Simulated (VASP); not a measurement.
# Au (Fm-3m) in VASP: further runs

The runs below take Au through single point, with revPBE.

Program: VASP 6.6.1. These are calculated values, not measurements. Logs are shortened: lines on timing, memory, paths and dates and some standing lists are left out, and cuts for length are marked.

### Step 1. The cell of the first run

The structure is cubic, space group Fm-3m (No. 225). The conventional cell has a = 4.241 Å, b = 4.241 Å, c = 4.241 Å, α = 90.00°, β = 90.00°, γ = 90.00°. Au (site symmetry m-3m) has 12 Au at 3.00 Å within 3.9 Å.

### Step 2. Single point, revPBE (volume scaled by 1.04)

Input file INCAR:

```
PREC = Accurate ; ENCUT = 520
EDIFF = 1E-6 ; ISMEAR = -1
SIGMA = 0.1 ; LREAL = False
LASPH = True ; NELM = 80
ALGO = Normal ; ISIF = 2
LWAVE = False ; LCHARG = True
GGA = RE ; LELF = True
LVHAR = True ; NBANDS = 12
```

Input file KPOINTS:

```
regular mesh
0
Gamma
  21 21 21
```

Input file POSCAR:

```
Au
1.0
    0.0000000000      2.1202888592      2.1202888592
    2.1202888592      0.0000000000      2.1202888592
    2.1202888592      2.1202888592      0.0000000000
Au
1
Direct
    0.0000000000      0.0000000000      0.0000000000
```

Potentials or basis: VASP PAW PBE potentials, release 64 (Au).

On the command line:

```
$ cat potpaw_PBE.64/Au/POTCAR > POTCAR
$ mpirun -np 1 vasp_std > vasp.out
```

OUTCAR:

```text
PREC = Accurate
   ENCUT = 520
   EDIFF = 1E-6
   ISMEAR = -1
   LREAL = False
   LASPH = True
   NELM = 80
   ISIF = 2
   GGA = RE

 ion  position               nearest neighbor table
   1  0.000  0.000  0.000-

  LATTYP: Found a face centered cubic cell.
 ALAT       =     4.2405777184

  Lattice vectors:

 A1 = (   0.0000000000,   2.1202888592,   2.1202888592)
 A2 = (   2.1202888592,   0.0000000000,   2.1202888592)
 A3 = (   2.1202888592,   2.1202888592,   0.0000000000)

Analysis of symmetry for initial positions (statically):
=====================================================================
 Subroutine PRICEL returns:
 Original cell was already a primitive cell.

 Routine SETGRP: Setting up the symmetry group for a
 face centered cubic supercell.

 Subroutine GETGRP returns: Found 48 space group operations
 (whereof 48 operations were pure point group operations)
 out of a pool of 48 trial point group operations.

The static configuration has the point symmetry O_h .

Analysis of symmetry for dynamics (positions and initial velocities):
=====================================================================
 Subroutine PRICEL returns:
 Original cell was already a primitive cell.

 Routine SETGRP: Setting up the symmetry group for a
 face centered cubic supercell.

 Subroutine GETGRP returns: Found 48 space group operations
 (whereof 48 operations were pure point group operations)
 out of a pool of 48 trial point group operations.

The dynamic configuration has the point symmetry O_h .

 Subroutine INISYM returns: Found 48 space group operations
 (whereof 48 operations are pure point group operations),
 and found     1 'primitive' translations

----------------------------------------------------------------------------------------

                                     Primitive cell

  volume of cell :      19.0640

  direct lattice vectors                    reciprocal lattice vectors
     0.000000000  2.120288859  2.120288859    -0.235816926  0.235816926  0.235816926
     2.120288859  0.000000000  2.120288859     0.235816926 -0.235816926  0.235816926
     2.120288859  2.120288859  0.000000000     0.235816926  0.235816926 -0.235816926

  length of vectors
     2.998541261  2.998541261  2.998541261     0.408446896  0.408446896  0.408446896

  position of ions in fractional coordinates (direct lattice)
     0.000000000  0.000000000  0.000000000

  ion indices of the primitive-cell ions
   primitive index   ion index
                 1           1

----------------------------------------------------------------------------------------

 KPOINTS: regular mesh

Automatic generation of k-mesh.
 Grid dimensions read from file:
 generate k-points for:   21   21   21

 Generating k-lattice:

  Cartesian coordinates                     Fractional coordinates (reciprocal lattice)
    -0.011229377  0.011229377  0.011229377     0.047619048  0.000000000  0.000000000
     0.011229377 -0.011229377  0.011229377     0.000000000  0.047619048  0.000000000
     0.011229377  0.011229377 -0.011229377     0.000000000  0.000000000  0.047619048

  Length of vectors
     0.019449852  0.019449852  0.019449852

  Shift w.r.t. Gamma in fractional coordinates (k-lattice)
     0.000000000  0.000000000  0.000000000

 Subroutine IBZKPT returns following result:
 ===========================================

 Found    286 irreducible k-points:

 Following reciprocal coordinates:
            Coordinates               Weight
  0.000000  0.000000  0.000000      1.000000
  0.047619  0.000000  0.000000      8.000000
  0.095238  0.000000  0.000000      8.000000
  0.142857  0.000000  0.000000      8.000000
  0.190476  0.000000  0.000000      8.000000
  0.238095  0.000000  0.000000      8.000000
[... 16 lines left out ...]
 -0.428571  0.047619  0.000000     24.000000
 -0.380952  0.047619  0.000000     24.000000
 [... further k-points ...]
   k-points           NKPTS =    286   k-points in BZ     NKDIM =    286   number of bands    NBANDS=     12
   number of dos      NEDOS =    301   number of ions     NIONS =      1
   total plane-waves  NPLWV =  13824
   dimension x,y,z NGX =    24 NGY =   24 NGZ =   24
   dimension x,y,z NGXF=    48 NGYF=   48 NGZF=   48
   ions per type =               1
   NGX,Y,Z   is equivalent  to a cutoff of  13.31, 13.31, 13.31 a.u.
   NGXF,Y,Z  is equivalent  to a cutoff of  26.61, 26.61, 26.61 a.u.
 SYSTEM =  unknown system
   PREC   = accura    normal or accurate (medium, high low for compatibility)
   ISTART =      0    job   : 0-new  1-cont  2-samecut
   ICHARG =      2    charge: 1-file 2-atom 10-const
   ISPIN  =      1    spin polarized calculation?
   LNONCOLLINEAR =      F non collinear calculations
   LSORBIT =      F    spin-orbit coupling
   LASPH  =      T    aspherical Exc in radial PAW
   ENCUT  =  520.0 eV  38.22 Ry    6.18 a.u.   5.58  5.58  5.58*2*pi/ulx,y,z
   NELM   =     80;   NELMIN=  2; NELMDL= -5     # of ELM steps
   EDIFF  = 0.1E-05   stopping-criterion for ELM
   LREAL  =      F    real-space projection
   EDIFFG = 0.1E-04   stopping-criterion for IOM
   NSW    =      0    number of steps for IOM
   IBRION =     -1    ionic relax: 0-MD 1-quasi-New 2-CG
   NFREE  =      0    steps in history (QN), initial steepest desc. (CG)
   ISIF   =      2    stress and relaxation
   ISYM   =      2    0-nonsym 1-usesym 2-fastsym
   POTIM  = 0.5000    time-step for ionic-motion
   TEBEG  =    0.0;   TEEND  =   0.0 temperature during run
   PSTRESS=    0.0 pullay stress
   NELECT =      11.0000    total number of electrons
   NUPDOWN=      -1.0000    fix difference up-down
   EMIN   =  10.00;   EMAX   =-10.00  energy-range for DOS
   EFERMI =   0.00;   METHOD = LEGACY
   ISMEAR =    -1;   SIGMA  =   0.10  broadening in eV -4-tet -1-fermi 0-gaus
   EFERMI_NEDOS =   21; number of points for ismear=-14 and -15
   IALGO  =     38    algorithm
   IMIX   =      4    mixing-type and parameters
     AMIX     =   0.40;   BMIX     =  1.00
     AMIX_MAG =   1.60;   BMIX_MAG =  1.00
  volume/ion in A,a.u.               =      19.06       128.65
  Fermi-wavevector in a.u.,A,eV,Ry     =   1.362911  2.575528 25.273165  1.857525
  Thomas-Fermi vector in A             =   2.489359
   LORBIT       =      0    0 simple, 1 ext, 2 COOP (PROOUT), +10 PAW based schemes
   GGA     = RE    functional components
   LHFCALC =     F    Hartree Fock is set to
   AEXX    =    0.0000 exact exchange contribution
   IVDW    =     0    specifies the selected vdW correction
   LEPSILON=     F    determine dielectric tensor
   LRPA    =     F    only Hartree local field effects (RPA)
 non-spin polarized calculation
  energy-cutoff  :      520.00
  volume of cell :       19.06
 maximum number of plane-waves:       532
   NGX = 11   NGY = 11   NGZ = 11

 number of electron      10.9999999 magnetization

 Free energy of the ion-electron system (eV)
  ---------------------------------------------------
  ext. energy  EPLUGINS =         0.00000000
  ---------------------------------------------------
  free energy    TOTEN  =        -2.73037020 eV

  energy without entropy =       -2.71914817  energy(sigma->0) =       -2.72475919

 E-fermi :   7.8255     XC(G=0): -11.9824

 val. band max:        7.7851107728   @ k =  -0.2857   0.2381   0.0476
 cond. band min:       7.8359916022   @ k =   0.4762   0.3810   0.0476
 fundamental gap:      0.0508808294
 Fermi energy:         7.8255323120

 k-point     1 :       0.0000    0.0000    0.0000
  band No.  band energies     occupation
      1      -0.9050      2.00000
      2       3.6564      2.00000
      3       3.6564      2.00000
      4       3.6564      2.00000
      5       4.8908      2.00000
      6       4.8908      2.00000
      7      22.4038      0.00000
      8      25.7789      0.00000
      9      25.7789      0.00000
     10      25.7789      0.00000
     11      30.3270      0.00000
     12      33.8705      0.00000

 k-point     2 :       0.0476    0.0000    0.0000
  band No.  band energies     occupation
      1      -0.8332      2.00000
      2       3.6358      2.00000
      3       3.6796      2.00000
      4       3.6796      2.00000
      5       4.8809      2.00000
      6       4.8809      2.00000
      7      22.4741      0.00000
      8      25.2282      0.00000
      9      25.8473      0.00000
     10      25.8473      0.00000
     11      30.7408      0.00000
     12      32.9320      0.00000

 k-point     3 :       0.0952    0.0000    0.0000
  band No.  band energies     occupation
      1      -0.6216      2.00000
      2       3.5810      2.00000
      3       3.7427      2.00000
      4       3.7427      2.00000
      5       4.8584      2.00000
      6       4.8584      2.00000
      7      22.6147      0.00000
      8      24.0410      0.00000
      9      26.0386      0.00000
     10      26.0386      0.00000
     11      30.6013      0.00000
     12      32.5237      0.00000
[... 286 lines left out ...]
 k-point    23 :      -0.4286    0.0476    0.0000
  band No.  band energies     occupation
      1       1.4998      2.00000
      2       3.6269      2.00000
      3       3.6820      2.00000
      4       5.5457      2.00000
      5       5.7548      2.00000
      6       6.9771      1.99959
      7      11.2700      0.00000
      8      21.9528      0.00000
      9      23.6733      0.00000
     10      24.3788      0.00000
     11      30.9373      0.00000
     12      31.0777      0.00000

 k-point    24 :      -0.3810    0.0476    0.0000
  band No.  band energies     occupation
      1       1.4823      2.00000
      2       3.6780      2.00000
      3       3.7246      2.00000
      4       5.1629      2.00000
      5       5.5763      2.00000
      6       6.2064      2.00000
      7      12.7825      0.00000
      8      22.1545      0.00000
      9      23.8825      0.00000
     10      24.9963      0.00000
     11      30.4095      0.00000
     12      30.8045      0.00000

 [... further k-points ...]
[... 5 lines left out ...]
  --------------------------------------------------------------------------------------
  -------------------------------------------------------------------------------------
  Total       -0.5295939     -0.5295939     -0.5295939     -0.0000000      0.0000000      0.0000000
  in kB      -44.5080402    -44.5080402    -44.5080402     -0.0000000      0.0000000      0.0000000
  external PRESSURE =     -44.5080402 kB  Pullay stress =       0.0000000 kB

 VOLUME and BASIS-vectors are now :
 -----------------------------------------------------------------------------
  energy-cutoff  :      520.00
  volume of cell :       19.06
      direct lattice vectors                 reciprocal lattice vectors
     0.000000000  2.120288859  2.120288859    -0.235816926  0.235816926  0.235816926
     2.120288859  0.000000000  2.120288859     0.235816926 -0.235816926  0.235816926
     2.120288859  2.120288859  0.000000000     0.235816926  0.235816926 -0.235816926

 POSITION                                       TOTAL-FORCE (eV/Angst)
 -----------------------------------------------------------------------------------
      0.00000      0.00000      0.00000         0.000000      0.000000      0.000000
 -----------------------------------------------------------------------------------
    total drift:                               -0.000000      0.000000     -0.000000

  FREE ENERGIE OF THE ION-ELECTRON SYSTEM (eV)
  ---------------------------------------------------
  free  energy   TOTEN  =        -2.7303701993 eV

  energy  without entropy=       -2.7191481728  energy(sigma->0) =       -2.72475919
```

Wall time 65 s (1 thread of Intel Xeon 8259CL, shared host); peak memory 0.19 GiB.

Results:

```
Free energy : -2.7304 eV
Pressure    : -4.5 GPa
```

Levels at points of the mesh, in eV from the Fermi level:
```tsv
k point	band 4	band 5	band 6	band 7	band 8	band 9
(0.00, 0.00, 0.00)	-4.17	-2.93	-2.93	14.58	17.95	17.95
```

Caveat: the PAW data sets were made with another functional, which shifts forces and pressure a little; spin-orbit coupling is left out, which moves the levels of the heavy elements.

### Step 3. Single point, revPBE (volume scaled by 1.08)

Input file INCAR:

```
SYSTEM = Au
PREC = Accurate
ENCUT = 520
EDIFF = 1E-6
ISMEAR = -1
SIGMA = 0.1
LREAL = .False.
LASPH = .True.
NELM = 100
ALGO = Normal
ISIF = 2
LWAVE = .False.
LCHARG = .False.
GGA = RE
NBANDS = 12
```

Input file KPOINTS:

```
Automatic mesh
0
Gamma
  21 21 21
  0 0 0
```

Input file POSCAR:

```
Au
1.0
    0.0000000000      2.1471308082      2.1471308082
    2.1471308082      0.0000000000      2.1471308082
    2.1471308082      2.1471308082      0.0000000000
Au
1
Direct
    0.0000000000      0.0000000000      0.0000000000
```

Potentials or basis: VASP PAW PBE potentials, release 64 (Au).

On the command line:

```
$ cat potpaw_PBE.64/Au/POTCAR > POTCAR
$ mpirun -np 1 vasp_std > vasp.out
```

Run time: 60 s. Hardware: 1 thread of Intel Xeon 8259CL, shared host; peak memory 0.19 GiB.

The run converged. Its results:

| Item | Value |
| --- | --- |
| Free energy | -2.7028 eV |
| Pressure | -7.7 GPa |

Levels at points of the mesh, in eV from the Fermi level:
| k point | band 2 | band 3 | band 4 | band 5 | band 6 | band 7 | band 8 | band 9 | band 10 | band 11 |
| --- | --- | --- | --- | --- | --- | --- | --- | --- | --- | --- |
| (0.00, 0.00, 0.00) | -4.00 | -4.00 | -4.00 | -2.85 | -2.85 | 14.59 | 17.74 | 17.74 | 17.74 | 22.19 |

Caveat: the PAW data sets were made with another functional, which shifts forces and pressure a little; spin-orbit coupling is left out, which moves the levels of the heavy elements.
